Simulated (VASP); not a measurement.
NaF:

```
CELL_PARAMETERS angstrom
0.00000 2.60978 2.60978
2.60978 0.00000 2.60978
2.60978 2.60978 0.00000
ATOMIC_POSITIONS crystal
Na 0.00000 0.00000 0.00000
F 0.50000 0.50000 0.50000
```

| Quantity | Value |
| --- | --- |
| Program | VASP 6.6.1 |
| Task | relaxation of cell and atoms |
| Functional | PBE |
| Potentials or basis | VASP PAW PBE potentials, release 64 (Na_pv, F) |
| Cutoff | 600 eV |
| k mesh | 8 × 8 × 8 |
| Occupations | gaussian, width 0.02 eV |
| Spin | no spin polarisation |

At the start: pressure -7.2 GPa; volume 17.78 Å³/atom.

**Question.** How do energy, volume and symmetry change on relaxing?

**Answer.** Over 5 steps the energy falls by 146.6 meV/atom and the volume is 12.94 Å³/atom (-27.2 %); space group Fm-3m (No. 225, to 0.1 Å) before and after.

Step by step:
```tsv
step	energy change (eV)	largest force (eV/Å)	pressure (GPa)	volume (Å³)
1	0.0000	0.0000	-7.18	35.55
2	-0.1643	0.0000	-5.96	31.61
3	-0.2837	0.0000	-2.19	27.21
4	-0.2914	0.0000	1.01	25.32
5	-0.2931	0.0000	-0.10	25.88
```

Final structure:
```
Na F
1.0
     0.00000    2.34782    2.34782
     2.34782    0.00000    2.34782
     2.34782    2.34782    0.00000
Na F
1 1
Cartesian
  0.0000 0.0000 0.0000
  2.3478 2.3478 2.3478
```

Caveat: the volume moved by over 15 % at a fixed basis, so the end points are rough.
